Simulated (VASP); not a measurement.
Wanted: the native input for a VASP 6.6.1 run.

```yaml
Task: single point
Functional: r2SCAN
Potentials_or_basis: VASP PAW PBE potentials, release 64 (Mg_sv, O)
Cutoff: 660 eV
k_mesh: 10 × 10 × 10
Occupations: gaussian, width 0.05 eV
Spin: no spin polarisation
Dipole_correction: no
Second_run: valence_matched
Further_INCAR_settings: ALGO = Normal; EDIFF = 1e-06; NBANDS = 15
```

The system is MgO.

```
Mg O
1.0
     0.00000    2.13515    2.13515
     2.41528    0.00000    2.13515
     2.41528    2.13515    0.00000
Mg O
1 1
Cartesian
  0.0000 0.0000 0.0000
  2.4153 2.1351 2.1351
```

This cell differs from its parent crystal: strain +0.1312 x Voigt [1, 0, 0, 0, 0, 0].

The input as run:

POSCAR

```
MgO
1.0
    0.0000000000      2.1351500000      2.1351500000
    2.4152816800      0.0000000000      2.1351500000
    2.4152816800      2.1351500000      0.0000000000
Mg O
1 1
Direct
    0.0000000000      0.0000000000      0.0000000000
    0.5000000000      0.5000000000      0.5000000000
```

INCAR.step1

```
PREC = Accurate
ENCUT = 660
ISMEAR = 0
SIGMA = 0.05
LREAL = F
LASPH = T
NELM = 120
NBANDS = 15
GGA = PE
ALGO = Normal
EDIFF = 1E-5
LWAVE = T
LCHARG = F
GGA_COMPAT = F
```

INCAR.step2

```
PREC = Accurate
ENCUT = 660
EDIFF = 1E-6
ISMEAR = 0
SIGMA = 0.05
LREAL = F
LASPH = T
NELM = 120
ALGO = Normal
ISIF = 2
LWAVE = F
LCHARG = F
METAGGA = R2SCAN
LMIXTAU = T
NBANDS = 15
ISTART = 1
GGA_COMPAT = F
```

KPOINTS

```
Automatic mesh
0
Gamma
  10 10 10
```

Potentials or basis: VASP PAW PBE potentials, release 64 (Mg_sv, O).

Command:

```console
$ cat potpaw_PBE.64/Mg_sv/POTCAR potpaw_PBE.64/O/POTCAR > POTCAR
$ cp INCAR.step1 INCAR
$ mpirun -np 1 vasp_std > vasp.out
$ cp INCAR.step2 INCAR
$ mpirun -np 1 vasp_std > vasp.out
```

It gave:

```
Pressure               : -17.6 GPa
Band gap on the k mesh : 4.00 eV, direct
```

Caveat: the cell differs from its parent crystal (strain +0.1312 x Voigt [1, 0, 0, 0, 0, 0]); the PAW data sets were made with another functional, which shifts forces and pressure a little.

Wall time 100 s on 1 thread of Intel(R) Xeon(R) 6975P-C (Granite Rapids), on a shared host, peak memory 0.18 GiB.
